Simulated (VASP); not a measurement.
Input of a VASP 6.6.1 run:

Contents of INCAR:

```
PREC     = Accurate       # precision mode
ENCUT    = 970            # plane-wave cutoff, eV
EDIFF    = 1E-7           # SCF threshold, eV
ISMEAR   = 0              # smearing method
SIGMA    = 0.1            # smearing width, eV
LREAL    = False          # projectors in reciprocal space
LASPH    = True           # aspherical terms in the spheres
NELM     = 120            # most SCF steps
ALGO     = Normal         # electronic algorithm
ISIF     = 3              # what is computed and relaxed
LWAVE    = False          # write WAVECAR
LCHARG   = False          # write CHGCAR
GGA      = PE             # functional
IBRION   = 2              # ionic algorithm
NSW      = 90             # ionic steps
EDIFFG   = -0.04          # ionic threshold
GGA_COMPAT= False        
NELMIN   = 4
```

The input KPOINTS:

```
Automatic mesh
0
Gamma
  6 6 4
```

POSCAR

```
Na3H
1.0
    4.3916586300      0.0000000000      0.0000000000
   -2.1958293200      3.8032879400      0.0000000000
    0.0000000000      0.0000000000      4.0855780300
Na H
3 1
Direct
    0.5000000000      0.0000000000      0.0000000000
    0.0000000000      0.5000000000      0.0000000000
    0.5000000000      0.5000000000      0.0000000000
    0.0000000000      0.0000000000      0.0000000000
```

Potentials or basis: VASP PAW PBE potentials, release 64 (Na_sv, H).

Command:

```bash
$ cat potpaw_PBE.64/Na_sv/POTCAR potpaw_PBE.64/H/POTCAR > POTCAR
$ mpirun -np 1 vasp_std > vasp.out
```

Question: Predict the relaxed volume.

Answer: 23.14 Å³/atom.

Question: Estimate the relaxed cell.

Answer: a = 5.573 Å, b = 5.573 Å, c = 3.440 Å, α = 90.00°, β = 90.00°, γ = 120.00°.

Step by step:
| step | energy change (eV) | largest force (eV/Å) | pressure (GPa) | volume (Å³) |
| --- | --- | --- | --- | --- |
| 1 | 0.0000 | 0.0000 | 17.28 | 68.24 |
| 2 | -2.6284 | 0.0000 | 5.72 | 87.13 |
| 3 | -3.2580 | 0.0000 | -1.90 | 103.84 |
| 4 | -3.2637 | 0.0000 | -0.67 | 101.60 |
| 5 | -3.2653 | 0.0000 | -1.04 | 102.30 |
| 6 | -3.2949 | 0.0000 | -0.73 | 99.84 |
| 7 | -3.3307 | 0.0000 | -0.06 | 95.42 |
| 8 | -3.3134 | 0.0000 | 1.71 | 86.70 |
| 9 | -3.3401 | 0.0000 | 0.48 | 92.41 |
| 10 | -3.3402 | 0.0000 | 0.56 | 91.98 |
| 11 | -3.3420 | 0.0000 | -0.41 | 92.93 |
| 12 | -3.3440 | 0.0000 | 0.01 | 92.54 |

Caveat: the k points lie up to 0.46 Å⁻¹ apart in the final cell, too coarse for converged energies and pressures of a metal; the volume moved by over 15 % at a fixed basis, so the end points are rough.
